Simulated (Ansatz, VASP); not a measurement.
**SiC in VASP and in Ansatz**

The input INCAR:

```
ALGO     = Normal         # electronic algorithm
EDIFF    = 1E-6           # SCF threshold, eV
ENCUT    = 520            # plane-wave cutoff, eV
GGA      = PE             # functional
ISIF     = 2              # what is computed and relaxed
ISMEAR   = 0              # smearing method
LASPH    = T              # aspherical terms in the spheres
LCHARG   = F              # write CHGCAR
LREAL    = F              # projectors in reciprocal space
LWAVE    = F              # write WAVECAR
NBANDS   = 16             # bands
NELM     = 100            # most SCF steps
PREC     = Accurate       # precision mode
SIGMA    = 0.05           # smearing width, eV
```

The input KPOINTS:

```
k-points
0
Gamma
  12 12 6
```

POSCAR

```
SiC
1.0
    3.0137421920      0.0000000000      0.0000000000
   -1.5068710960      2.6099772987      0.0000000000
    0.0000000000      0.0000000000      5.3409539127
Si C
2 2
Direct
    0.3333333333      0.6666666667      0.0045639005
    0.6666666667      0.3333333333      0.5045639005
    0.3333333333      0.6666666667      0.4102553796
    0.6666666667      0.3333333333      0.9102553796
```

Input for Ansatz:

```yaml
crystal:
  lattice:
    - [3.013742192, 0.0, 0.0]
    - [-1.506871096, 2.6099772987, 0.0]
    - [0.0, 0.0, 5.3409539127]
  atoms:
    - { symbol: Si, position: [0.3333333333, 0.6666666667, 0.0045639005] }
    - { symbol: Si, position: [0.6666666667, 0.3333333333, 0.5045639005] }
    - { symbol: C, position: [0.3333333333, 0.6666666667, 0.4102553796] }
    - { symbol: C, position: [0.6666666667, 0.3333333333, 0.9102553796] }
basis:
  ecutwfc: 520.0
kpoints:
  mp_grid: { grid: [12, 12, 6] }
hamiltonian:
  xc: pbe
  pseudopotentials: { kind: paw, azcp: { folder: soft_1 } }
scf:
  occupations: { method: gaussian, width: 0.05 }
output:
  forces: true
  stress: true
  eigenvalues: true
```

Alike in both runs: task single point; functional PBE; k mesh 12 × 12 × 6; occupations gaussian, width 0.05 eV; no spin polarisation.

```csv
,VASP,Ansatz
version,VASP 6.6.1,Ansatz 0.2.0
potentials or method,"VASP PAW PBE potentials, release 64 (Si, C), cutoff 520 eV","scalar-relativistic, plane waves, PAW"
valence electrons in the cell,16,16
```

Ansatz gave:

```
gap on the k mesh at the Fermi level (eV)                     : 2.48
least direct gap on the mesh (eV)                             : 4.09
pressure (GPa)                                                : 8.5
traceless stress, the component that is largest in VASP (GPa) : -27.44
rms of the force components (eV/Å)                            : 1.078
```

Problem. Estimate VASP's values.

Solution. gap on the k mesh at the Fermi level (eV): 2.47; least direct gap on the mesh (eV): 4.09; pressure (GPa): 8.4; traceless stress, the component that is largest in VASP (GPa): -27.52; rms of the force components (eV/Å): 1.078.

Atom by atom the forces differ by 0.001 eV/Å (rms over components). With one functional, cell and mesh, what is left measures potentials, basis and numerics.
